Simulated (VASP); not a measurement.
Wanted: the native input for a VASP 6.6.1 run.

```
Task                   : single point
Functional             : PBE
Potentials or basis    : VASP PAW PBE potentials, release 64 (Ir)
Cutoff                 : 520 eV
k mesh                 : 15 × 15 × 8
Occupations            : fermi-dirac, width 0.1 eV
Spin                   : no spin polarisation
Dipole correction      : no
Further INCAR settings : ALGO = Normal; EDIFF = 1e-06; NBANDS = 16
```

The structure of Ir lies in POSCAR:

```
Ir
1.0
    2.8544442964      0.0000000000      0.0000000000
   -1.4272221482      2.4720212743      0.0000000000
    0.0000000000      0.0000000000      4.6295607207
Ir
2
Direct
    0.3333333333      0.6666666667      0.2500000000
    0.6666666667      0.3333333333      0.7500000000
```

This cell differs from its parent crystal: volume scaled by 1.12.

The input as run:

INCAR

```
SYSTEM = Ir
PREC = Accurate ; ENCUT = 520
EDIFF = 1E-6 ; ISMEAR = -1
SIGMA = 0.1 ; LREAL = .False.
LASPH = .True. ; NELM = 60
ALGO = Normal ; ISIF = 2
LWAVE = .False. ; LCHARG = .False.
GGA = PE ; NBANDS = 16
```

KPOINTS

```
regular mesh
0
Gamma
  15 15 8
  0 0 0
```

Potentials or basis: VASP PAW PBE potentials, release 64 (Ir).

Command:

```sh
$ cat potpaw_PBE.64/Ir/POTCAR > POTCAR
$ mpirun -np 1 vasp_std > vasp.out
```

Results of the run:

The pressure is -28.8 GPa. The band gap on the k mesh is zero (band 9 reaches 8.90 eV, above the bottom of band 10 at 6.36 eV).

Caveat: spin-orbit coupling is left out, which moves the levels of the heavy elements.

Wall time 68 s on 1 thread of Intel Xeon 6975P-C, with other jobs on the host, peak memory 0.2 GiB.
